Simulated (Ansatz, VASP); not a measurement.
Two plane-wave programs on Ir

File INCAR:

```
SYSTEM = Ir
  PREC = Accurate
  ENCUT = 520
  EDIFF = 1E-6
  ISMEAR = 0
  SIGMA = 0.1
  LREAL = .FALSE.
  LASPH = .TRUE.
  NELM = 60
  ALGO = Normal
  ISIF = 2
  LWAVE = .FALSE.
  LCHARG = .FALSE.
  LDIPOL = .TRUE.
  IDIPOL = 3
  DIPOL = 0.5 0.5 0.411
  GGA = PE
  IVDW = 12
  NBANDS = 66
```

The input KPOINTS:

```
Automatic mesh
0
G
  4 4 1
  0 0 0
```

Contents of POSCAR:

```
Ir
1.0
    5.4313155572      0.0000000000      0.0000000000
   -2.7156577786      4.7036572485      0.0000000000
    0.0000000000      0.0000000000     24.7653505824
Ir
12
Direct
    0.3333333333      0.1666666667      0.3230319706
    0.3333333333      0.6666666667      0.3230319706
    0.8333333333      0.1666666667      0.3230319706
    0.8333333333      0.6666666667      0.3230319706
    0.6683020631      0.3342985591      0.4132140230
    0.6627977427      0.8315204394      0.4124580271
    0.1650517651      0.3315552160      0.4096514776
    0.1650957163      0.8336085039      0.4097764798
    0.0100680569      0.5050036298      0.5028292425
   -0.0011698495     -0.0004540821      0.4968035471
    0.5023928088      0.4996148598      0.4996645777
    0.5023894447      0.0028139234      0.4996370488
```

Input for Ansatz:

```yaml
crystal:
  lattice:
    - [5.4313155572, 0.0, 0.0]
    - [-2.7156577786, 4.7036572485, 0.0]
    - [0.0, 0.0, 24.7653505824]
  atoms:
    - { symbol: Ir, position: [0.3333333333, 0.1666666667, 0.3230319706] }
    - { symbol: Ir, position: [0.3333333333, 0.6666666667, 0.3230319706] }
    - { symbol: Ir, position: [0.8333333333, 0.1666666667, 0.3230319706] }
    - { symbol: Ir, position: [0.8333333333, 0.6666666667, 0.3230319706] }
    - { symbol: Ir, position: [0.6683020631, 0.3342985591, 0.413214023] }
    - { symbol: Ir, position: [0.6627977427, 0.8315204394, 0.4124580271] }
    - { symbol: Ir, position: [0.1650517651, 0.331555216, 0.4096514776] }
    - { symbol: Ir, position: [0.1650957163, 0.8336085039, 0.4097764798] }
    - { symbol: Ir, position: [0.0100680569, 0.5050036298, 0.5028292425] }
    - { symbol: Ir, position: [-0.0011698495, -0.0004540821, 0.4968035471] }
    - { symbol: Ir, position: [0.5023928088, 0.4996148598, 0.4996645777] }
    - { symbol: Ir, position: [0.5023894447, 0.0028139234, 0.4996370488] }
basis:
  ecutwfc: 420
kpoints:
  mp_grid: { grid: [4, 4, 1] }
hamiltonian:
  xc: pbe
  dispersion: d3bj
scf:
  occupations: { method: gaussian, width: 0.1 }
output:
  forces: true
  eigenvalues: true
  write_density: true
  volumetric_format: npy
efield:
  axis: 3
  dipole_correction: true
  ramp_width: 0.04
```

Alike in both runs: task single point; functional PBE; dispersion D3(BJ); k mesh 4 × 4 × 1; occupations gaussian, width 0.1 eV; no spin polarisation.

|  | VASP | Ansatz |
| --- | --- | --- |
| version | VASP 6.6.1 | Ansatz 0.2.0 |
| potentials or method | VASP PAW PBE potentials, release 64 (Ir), cutoff 520 eV | scalar-relativistic, plane waves, PAW |
| valence electrons in the cell | 108 | 204 |

|  | VASP | Ansatz | Ansatz less VASP |
| --- | --- | --- | --- |
| gap on the k mesh at the Fermi level (eV) | none | none | - |
| rms of the force components (eV/Å) | 0.264 | 0.264 | +0.0003 |

Atom by atom the forces differ by 0.019 eV/Å (rms over components). A gap of «none» marks a metal or a gap that the smearing closes. VASP's potentials hold 108 valence electrons a cell and Ansatz's 204, so a difference there can come from the potentials and not from the codes.

Spin-orbit coupling is off throughout.
